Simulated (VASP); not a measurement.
# Be4Se (P-4m2) in VASP: notebook

The runs below take Be4Se through single point, relaxation of cell and atoms, with PBE.

All numbers are computed with VASP 6.6.1; they aren't measurements. Logs are shortened: lines on timing, memory, paths and dates and some standing lists are left out, and cuts for length are marked.

## (1) The cell of the first run

The structure is tetragonal, space group P-4m2 (No. 115). The conventional cell has a = 3.604 Å, b = 3.604 Å, c = 4.238 Å, α = 90.00°, β = 90.00°, γ = 90.00°. Be (site symmetry m) has 3 Be at 1.52 to 1.68 Å within 2.0 Å. Within 2.7 Å of Se (site symmetry -4m2) lie 4 Be at 2.01 Å.

## (2) Single point, PBE

Contents of INCAR:

```
SYSTEM = Be4Se
ALGO = Normal
EDIFF = 1E-7
ENCUT = 520
GGA = PE
ISIF = 2
ISMEAR = 0
LASPH = .True.
LCHARG = .False.
LREAL = .False.
LWAVE = .False.
NBANDS = 15
NELM = 80
PREC = Accurate
SIGMA = 0.1
```

Contents of KPOINTS:

```
k-points
0
Gamma
  6 6 4
  0 0 0
```

Contents of POSCAR:

```
Be4Se
1.0
    3.6042705600      0.0000000000      0.0000000000
    0.0000000000      3.6042705600      0.0000000000
    0.0000000000      0.0000000000      4.2382258800
Be Se
4 1
Direct
    0.2897742700      0.0000000000      0.9044778900
    0.7102257300      0.0000000000      0.9044778900
    0.0000000000      0.7102257300      0.0955221100
    0.0000000000      0.2897742700      0.0955221100
    0.0000000000      0.0000000000      0.5000000000
```

Potentials or basis: VASP PAW PBE potentials, release 64 (Be, Se).

Started as:

```sh
cat potpaw_PBE.64/Be/POTCAR potpaw_PBE.64/Se/POTCAR > POTCAR
mpirun -np 1 vasp_std > vasp.out
```

OUTCAR:

```text
SYSTEM = Be4Se
   EDIFF = 1E-7
   ENCUT = 520
   GGA = PE
   ISIF = 2
   ISMEAR = 0
   LASPH = .True.
   LREAL = .False.
   NELM = 80
   PREC = Accurate

 ion  position               nearest neighbor table
   1  0.290  0.000  0.904-   2 1.52   3 1.68   4 1.68   5 2.01   2 2.09
   2  0.710  0.000  0.904-   1 1.52   3 1.68   4 1.68   5 2.01   1 2.09
   3  0.000  0.710  0.096-   4 1.52   2 1.68   1 1.68   5 2.01   4 2.09
   4  0.000  0.290  0.096-   3 1.52   2 1.68   1 1.68   5 2.01   3 2.09
   5  0.000  0.000  0.500-   1 2.01   2 2.01   3 2.01   4 2.01

  LATTYP: Found a simple tetragonal cell.
 ALAT       =     3.6042705600
 C/A-ratio  =     1.1758900475

  Lattice vectors:

 A1 = (   3.6042705600,   0.0000000000,   0.0000000000)
 A2 = (   0.0000000000,   3.6042705600,   0.0000000000)
 A3 = (   0.0000000000,   0.0000000000,   4.2382258800)

Analysis of symmetry for initial positions (statically):
=====================================================================
 Subroutine PRICEL returns:
 Original cell was already a primitive cell.

 Routine SETGRP: Setting up the symmetry group for a
 simple tetragonal supercell.

 Subroutine GETGRP returns: Found  8 space group operations
 (whereof  8 operations were pure point group operations)
 out of a pool of 16 trial point group operations.

The static configuration has the point symmetry D_2d.

Analysis of symmetry for dynamics (positions and initial velocities):
=====================================================================
 Subroutine PRICEL returns:
 Original cell was already a primitive cell.

 Routine SETGRP: Setting up the symmetry group for a
 simple tetragonal supercell.

 Subroutine GETGRP returns: Found  8 space group operations
 (whereof  8 operations were pure point group operations)
 out of a pool of 16 trial point group operations.

The dynamic configuration has the point symmetry D_2d.

 Subroutine INISYM returns: Found  8 space group operations
 (whereof  8 operations are pure point group operations),
 and found     1 'primitive' translations

----------------------------------------------------------------------------------------

                                     Primitive cell

  volume of cell :      55.0578

  direct lattice vectors                    reciprocal lattice vectors
     3.604270560  0.000000000  0.000000000     0.277448650  0.000000000  0.000000000
[... 106 lines left out ...]
   EFERMI =   0.00;   METHOD = LEGACY
   ISMEAR =     0;   SIGMA  =   0.10  broadening in eV -4-tet -1-fermi 0-gaus
   EFERMI_NEDOS =   21; number of points for ismear=-14 and -15
   IALGO  =     38    algorithm
   IMIX   =      4    mixing-type and parameters
     AMIX     =   0.40;   BMIX     =  1.00
     AMIX_MAG =   1.60;   BMIX_MAG =  1.00
  volume/ion in A,a.u.               =      11.01        74.31
  Fermi-wavevector in a.u.,A,eV,Ry     =   1.037157  1.959943 14.635718  1.075695
  Thomas-Fermi vector in A             =   2.171582
   LORBIT       =      0    0 simple, 1 ext, 2 COOP (PROOUT), +10 PAW based schemes
   GGA     = PE    functional components
   LHFCALC =     F    Hartree Fock is set to
   AEXX    =    0.0000 exact exchange contribution
   IVDW    =     0    specifies the selected vdW correction
   LEPSILON=     F    determine dielectric tensor
   LRPA    =     F    only Hartree local field effects (RPA)
 non-spin polarized calculation
 Gauss-broadening in eV      SIGMA  =   0.10
  energy-cutoff  :      520.00
  volume of cell :       55.06
 maximum number of plane-waves:      1500
 NGX is ok and might be reduce to    28
   NGX = 13   NGY = 13   NGZ = 15

 number of electron      14.0000001 magnetization

 Free energy of the ion-electron system (eV)
  ---------------------------------------------------
  ext. energy  EPLUGINS =         0.00000000
  ---------------------------------------------------
  free energy    TOTEN  =        -7.37401299 eV

  energy without entropy =       -7.36914431  energy(sigma->0) =       -7.37157865

 E-fermi :   4.9657     XC(G=0):  -9.8381

 val. band max:        4.9632716044   @ k =   0.1667   0.1667   0.5000
 cond. band min:       4.9835133849   @ k =   0.3333   0.0000   0.5000
 fundamental gap:      0.0202417805
 Fermi energy:         4.9657203382

 k-point     1 :       0.0000    0.0000    0.0000
  band No.  band energies     occupation
      1     -10.3804      2.00000
      2      -2.4655      2.00000
      3      -0.7050      2.00000
      4       1.6106      2.00000
      5       1.7889      2.00000
      6       1.7889      2.00000
      7       4.4483      2.00000
      8       6.5745      0.00000
      9       6.5745      0.00000
     10      10.9499      0.00000
     11      11.6028      0.00000
     12      12.1435      0.00000
     13      12.5994      0.00000
     14      12.5994      0.00000
[... 401 lines left out ...]
      2      -4.3141      2.00000
      3      -1.0411      2.00000
      4      -0.0550      2.00000
      5       2.7218      2.00000
      6       3.6558      2.00000
      7       5.1623      0.00544
      8       6.7156      0.00000
      9       7.5209      0.00000
     10       9.1943      0.00000
     11       9.6302      0.00000
     12      11.1983      0.00000
     13      12.1100      0.00000
     14      13.1064      0.00000
     15      13.6052      0.00000

 [... further k-points ...]

------------------------ aborting loop because EDIFF is reached ----------------------------------------

  FORCE on cell =-STRESS in cart. coord.  units (eV):
  Direction    XX          YY          ZZ          XY          YZ          ZX
  --------------------------------------------------------------------------------------
  -------------------------------------------------------------------------------------
  Total       22.2369176     22.2369176     20.9771622      0.0000000      0.0000000      0.0000000
  in kB      647.0924040    647.0924040    610.4336292      0.0000000      0.0000000      0.0000000
  external PRESSURE =     634.8728124 kB  Pullay stress =       0.0000000 kB

 VOLUME and BASIS-vectors are now :
 -----------------------------------------------------------------------------
  energy-cutoff  :      520.00
  volume of cell :       55.06
      direct lattice vectors                 reciprocal lattice vectors
     3.604270560  0.000000000  0.000000000     0.277448650  0.000000000  0.000000000
     0.000000000  3.604270560  0.000000000     0.000000000  0.277448650  0.000000000
     0.000000000  0.000000000  4.238225880     0.000000000  0.000000000  0.235947783

 POSITION                                       TOTAL-FORCE (eV/Angst)
 -----------------------------------------------------------------------------------
      1.04442      0.00000      3.83338        -3.418876     -0.000000     -3.323713
      2.55985      0.00000      3.83338         3.418876     -0.000000     -3.323713
      0.00000      2.55985      0.40484         0.000000      3.418876      3.323713
      0.00000      1.04442      0.40484         0.000000     -3.418876      3.323713
      0.00000      0.00000      2.11911         0.000000     -0.000000     -0.000000
 -----------------------------------------------------------------------------------
    total drift:                                0.000000     -0.000000      0.000000

  FREE ENERGIE OF THE ION-ELECTRON SYSTEM (eV)
  ---------------------------------------------------
  free  energy   TOTEN  =        -7.3740129853 eV

  energy  without entropy=       -7.3691443067  energy(sigma->0) =       -7.37157865
```

Run time: 24 s. Hardware: 1 thread of Intel Xeon 6975P-C, shared host; peak memory 0.17 GiB.

What came out:

* Free energy: -7.3740 eV
* Pressure: 63.5 GPa
* Largest force: 4.768 eV/Å
* Band gap on the k mesh: zero (band 7 reaches 5.58 eV, above the bottom of band 8 at 3.46 eV)

Forces in eV/Å, atoms in the order of the input:
```
Be  -3.419  0.000 -3.324
Be   3.419  0.000 -3.324
Be   0.000  3.419  3.324
Be   0.000 -3.419  3.324
Se   0.000  0.000  0.000
```

Stress tensor (GPa, compression positive):
```
64.71  0.00  0.00
 0.00 64.71  0.00
 0.00  0.00 61.04
```

Levels at points of the mesh, in eV from the Fermi level:
```csv
k point,band 5,band 6,band 7,band 8,band 9,band 10
"(0.00, 0.00, 0.00)",-3.18,-3.18,-0.52,1.61,1.61,5.98
"(0.50, 0.00, 0.00)",-2.38,-2.09,-1.54,1.00,1.39,3.50
"(0.50, 0.50, 0.00)",-4.23,-2.98,-0.90,-0.90,1.76,1.76
"(0.00, 0.00, 0.50)",-2.74,-0.80,-0.41,0.17,0.17,2.27
"(0.50, 0.00, 0.50)",-2.24,-1.31,0.20,1.75,2.56,4.23
"(0.50, 0.50, 0.50)",-3.25,-3.25,-2.46,1.42,2.61,5.54
```

Caveat: the k points lie up to 0.37 Å⁻¹ apart; forces of over 1 eV/Å act on the atoms, so gaps and moduli don't describe the material at rest.

## (3) Single point, PBE

This run uses another cell than the first one, of 19.16 Å³/atom, 1.740 times its volume.

Contents of INCAR:

```
SYSTEM = Be4Se
ALGO = Normal
EDIFF = 1E-6
ENCUT = 520
GGA = PE
ISIF = 2
ISMEAR = 0
LASPH = .TRUE.
LCHARG = .FALSE.
LREAL = .FALSE.
LWAVE = .FALSE.
NBANDS = 15
NELM = 100
PREC = Accurate
SIGMA = 0.1
```

Contents of KPOINTS:

```
k-points
0
G
  6 6 4
  0 0 0
```

Contents of POSCAR:

```
Be4Se
1.0
    4.2273144375      0.0000000000      0.0000000000
    0.0000000000      4.2273144375      0.0000000000
    0.0000000000      0.0000000000      5.3616197757
Be Se
4 1
Direct
    0.2525719905      0.0000000000      0.8509774260
    0.7474280095      0.0000000000      0.8509774260
    0.0000000000      0.7474280095      0.1490225740
    0.0000000000      0.2525719905      0.1490225740
    0.0000000000      0.0000000000      0.5000000000
```

Potentials or basis: VASP PAW PBE potentials, release 64 (Be, Se).

Started as:

```sh
cat potpaw_PBE.64/Be/POTCAR potpaw_PBE.64/Se/POTCAR > POTCAR
mpirun -np 1 vasp_std > vasp.out
```

Run time: 33 s. Hardware: 1 thread of Intel Xeon 6975P-C, shared host; peak memory 0.2 GiB.

It converged, with:

```yaml
Free_energy: -15.6402 eV
Pressure: 0.1 GPa
Largest_force: 0.034 eV/Å
Band_gap_on_the_k_mesh: 0.22 eV, indirect (least direct gap 0.72 eV)
```

Forces on the atoms (eV/Å):
```
Be   0.033  0.000  0.011
Be  -0.033  0.000  0.011
Be   0.000 -0.033 -0.011
Be   0.000  0.033 -0.011
Se   0.000  0.000  0.000
```

Stress tensor (GPa, compression positive):
```
 0.24  0.00  0.00
 0.00  0.24  0.00
 0.00  0.00 -0.06
```

Levels at points of the mesh, in eV from the valence-band top:
```csv
k point,band 3,band 4,band 5,band 6,band 7,band 8,band 9,band 10,band 11,band 12
"(0.00, 0.00, 0.00)",-5.21,-2.45,-2.45,-1.14,-0.19,1.57,1.57,5.28,5.68,6.04
"(0.50, 0.00, 0.00)",-4.55,-4.55,-2.21,-1.11,-0.41,0.87,2.61,3.21,6.04,6.39
"(0.50, 0.50, 0.00)",-4.11,-4.11,-4.03,-0.50,-0.50,0.22,1.58,1.58,5.08,6.89
"(0.00, 0.00, 0.50)",-2.67,-2.38,-2.38,-0.79,-0.34,1.12,1.12,1.80,4.81,5.62
"(0.50, 0.00, 0.50)",-4.03,-2.78,-2.19,-2.05,-0.28,2.28,2.53,3.51,3.60,5.47
"(0.50, 0.50, 0.50)",-3.75,-3.75,-1.93,-1.93,-1.48,0.66,2.89,3.04,4.51,4.51
```

A k mesh can miss the band edges.

## (4) Relaxation of cell and atoms, PBE

Contents of INCAR:

```
SYSTEM = Be4Se
PREC     = Accurate       ! precision mode
ENCUT    = 600            ! plane-wave cutoff, eV
EDIFF    = 1E-7           ! SCF threshold, eV
ISMEAR   = 0              ! smearing method
SIGMA    = 0.1            ! smearing width, eV
LREAL    = .False.        ! projectors in reciprocal space
LASPH    = .True.         ! aspherical terms in the spheres
NELM     = 100            ! most SCF steps
ALGO     = Normal         ! electronic algorithm
ISIF     = 3              ! what is computed and relaxed
LWAVE    = .False.        ! write WAVECAR
LCHARG   = .False.        ! write CHGCAR
GGA      = PE             ! functional
IBRION   = 2              ! ionic algorithm
NSW      = 90             ! ionic steps
EDIFFG   = -0.04          ! ionic threshold
```

Contents of KPOINTS:

```
regular mesh
0
Gamma
  6 6 4
  0 0 0
```

Contents of POSCAR:

```
Be4Se
1.0
    3.6042705600      0.0000000000      0.0000000000
    0.0000000000      3.6042705600      0.0000000000
    0.0000000000      0.0000000000      4.2382258800
Be Se
4 1
Direct
    0.2897742700      0.0000000000      0.9044778900
    0.7102257300      0.0000000000      0.9044778900
    0.0000000000      0.7102257300      0.0955221100
    0.0000000000      0.2897742700      0.0955221100
    0.0000000000      0.0000000000      0.5000000000
```

Started as:

```sh
cat potpaw_PBE.64/Be/POTCAR potpaw_PBE.64/Se/POTCAR > POTCAR
mpirun -np 1 vasp_std > vasp.out
```

Run time: 2.7 min. Hardware: 1 thread of Intel Xeon 6975P-C, shared host; peak memory 0.19 GiB.

Results (log left out):

```
Free energy                            : -15.6367 eV
Relaxed volume                         : 19.29 Å³/atom
Relaxed cell                           : a = 4.240 Å, b = 4.240 Å, c = 5.365 Å, α = 90.00°, β = 90.00°, γ = 90.00°
Space group after relaxing (to 0.05 Å) : P-4m2 (No. 115)
Energy gained by relaxing              : 1652.5 meV/atom
Ionic steps                            : 10
Pressure after relaxing                : -0.1 GPa
Largest force after relaxing           : 0.032 eV/Å
Band gap on the k mesh                 : 0.24 eV, indirect (least direct gap 0.73 eV)
```

Forces in eV/Å, atoms in the order of the input:
```
Be   0.021  0.000  0.024
Be  -0.021  0.000  0.024
Be   0.000 -0.021 -0.024
Be   0.000  0.021 -0.024
Se   0.000  0.000  0.000
```

Stress tensor (GPa, compression positive):
```
-0.03  0.00  0.00
 0.00 -0.03  0.00
 0.00  0.00 -0.23
```

Step by step:
```
step  energy change (eV)  largest force (eV/Å)  pressure (GPa)  volume (Å³)
   1              0.0000                4.7683           63.49        55.06
   2             -7.8348                1.4962            2.04        97.66
   3             -7.8525                1.2741           -0.82       105.48
   4             -7.8667                1.3525            0.20       102.40
   5             -8.1675                0.2947           -2.67       104.80
   6             -8.1718                0.1882           -2.93       105.10
   7             -8.2479                0.0872           -0.97        99.46
   8             -8.2526                0.1768           -0.31        97.86
   9             -8.2614                0.0655           -0.17        96.89
  10             -8.2624                0.0317           -0.10        96.44
```

Final structure:
```yaml
crystal:
  lattice:
    - [4.23958, 0.00000, 0.00000]
    - [0.00000, 4.23958, 0.00000]
    - [0.00000, 0.00000, 5.36531]
  atoms:
    - { symbol: Be, position: [0.25271, 0.00000, 0.85071] }
    - { symbol: Be, position: [0.74729, 0.00000, 0.85071] }
    - { symbol: Be, position: [0.00000, 0.74729, 0.14929] }
    - { symbol: Be, position: [0.00000, 0.25271, 0.14929] }
    - { symbol: Se, position: [0.00000, 0.00000, 0.50000] }
```

Levels at points of the mesh, in eV from the valence-band top:
| k point | band 5 | band 6 | band 7 | band 8 | band 9 | band 10 |
| --- | --- | --- | --- | --- | --- | --- |
| (0.00, 0.00, 0.00) | -2.45 | -1.13 | -0.19 | 1.57 | 1.57 | 5.27 |
| (0.50, 0.00, 0.00) | -2.22 | -1.09 | -0.41 | 0.88 | 2.60 | 3.20 |
| (0.50, 0.50, 0.00) | -4.01 | -0.49 | -0.49 | 0.24 | 1.59 | 1.59 |
| (0.00, 0.00, 0.50) | -2.38 | -0.77 | -0.34 | 1.12 | 1.12 | 1.82 |
| (0.50, 0.00, 0.50) | -2.19 | -2.02 | -0.28 | 2.27 | 2.53 | 3.50 |
| (0.50, 0.50, 0.50) | -1.92 | -1.92 | -1.46 | 0.68 | 2.90 | 3.05 |

Caveat: the volume moved by over 15 % at a fixed basis, so the end points are rough. A k mesh can miss the band edges.

## (5) The runs side by side

```csv
task,cell,cutoff (eV),gap on the mesh (eV),pressure (GPa),largest force (eV/Å)
single point,"a = 3.604, b = 3.604, c = 4.238 Å, 5 atoms",520,none,63.5,4.77
single point,"a = 4.227, b = 4.227, c = 5.362 Å, 5 atoms",520,0.22,0.1,0.03
relaxation of cell and atoms,"relaxed from a = 3.604, b = 3.604, c = 4.238 Å, 5 atoms",600,0.24,-0.1,0.03
```

Alike in all rows: level PBE; potentials or basis VASP PAW PBE potentials, release 64 (Be, Se); no spin polarisation; k mesh 6 × 6 × 4; smearing gaussian 0.1 eV.

Caveats: some runs use coarse meshes; forces of over 1 eV/Å act on the atoms, so gaps and moduli don't describe the material at rest (some runs); the volume moved by over 15 % at a fixed basis, so the end points are rough (some runs).

Total energies depend on the potentials used, so only differences within one code and one set of settings carry meaning.
